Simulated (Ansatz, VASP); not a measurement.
**Two plane-wave programs on Mn**

```
Mn
1.0
     0.00000    2.25645    2.25645
     3.19921    2.25645    2.25645
     3.19921    4.51290    0.00000
Mn
2
Direct
  0.00000 0.00000 0.00000
  0.00000 0.00000 0.50000
```

Alike in both runs: task single point; functional r2SCAN; k mesh 20 × 20 × 10; occupations gaussian, width 0.05 eV; collinear spin.

```csv
,VASP,Ansatz
version,VASP 6.6.1,Ansatz 0.2.0
potentials or method,"VASP PAW PBE potentials, release 64 (Mn_pv), cutoff 520 eV","scalar-relativistic, plane waves, PAW"
valence electrons in the cell,26,30
```

Ansatz gave:

| Quantity | Value |
| --- | --- |
| gap on the k mesh at the Fermi level (eV) | none |
| pressure (GPa) | -5.8 |
| traceless stress, the component that is largest in VASP (GPa) | -0.06 |
| net moment per atom (μB) | 0.00 |
| size of the moment on the site where the two differ most (μB) | 4.03 |

Problem. What did VASP give for the same quantities?

Solution. gap on the k mesh at the Fermi level (eV): none; pressure (GPa): -5.7; traceless stress, the component that is largest in VASP (GPa): -0.06; net moment per atom (μB): 0.00; size of the moment on the site where the two differ most (μB): 4.00.

VASP's potentials were made for PBE, not for r2SCAN. Site moments also hang on the region over which each program counts them. A gap of «none» marks a metal or a gap that the smearing closes. With one functional, cell and mesh, what is left measures potentials, basis and numerics. VASP's potentials hold 26 valence electrons a cell and Ansatz's 30, so a difference there can come from the potentials and not from the codes. Ansatz's warnings: stability check not made.
